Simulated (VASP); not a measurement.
Here is a VASP 6.6.1 calculation.

The input INCAR:

```
SYSTEM = LuGaN2
  ALGO = Normal
  EDIFF = 1E-7
  ENCUT = 520
  GGA = PE
  ISIF = 2
  ISMEAR = 0
  LASPH = .TRUE.
  LCHARG = .TRUE.
  LELF = .TRUE.
  LREAL = .FALSE.
  LVHAR = .TRUE.
  LWAVE = .FALSE.
  NBANDS = 32
  NELM = 100
  PREC = Accurate
  SIGMA = 0.01
```

KPOINTS

```
k-points
0
G
  8 8 8
  0 0 0
```

File POSCAR:

```
LuGaN2
1.0
    1.6254267666      0.9384405813      5.1011772201
   -1.6254267666      0.9384405813      5.1011772201
    0.0000000000     -1.8768811625      5.1011772201
Ga Lu N
1 1 2
Direct
    1.0000000000      0.0000000000      0.0000000000
    0.5000000000      0.5000000000      0.5000000000
    0.2558727250      0.2558727250      0.2558727250
    0.7441272750      0.7441272750      0.7441272750
```

Potentials or basis: VASP PAW PBE potentials, release 64 (Ga_d, Lu, N).

Run with:

```bash
$ cat potpaw_PBE.64/Ga_d/POTCAR potpaw_PBE.64/Lu/POTCAR potpaw_PBE.64/N/POTCAR > POTCAR
$ mpirun -np 1 vasp_std > vasp.out
```

Problem. What does it give for the band gap on the k mesh?

Solution. 1.55 eV.

Problem. Estimate the largest force.

Solution. 0.038 eV/Å.

Stress tensor (GPa, compression positive):
```
0.88 0.00 0.00
0.00 0.88 0.00
0.00 0.00 0.80
```

Caveat: spin-orbit coupling is left out, which moves the levels of the heavy elements. A k mesh can miss the band edges.
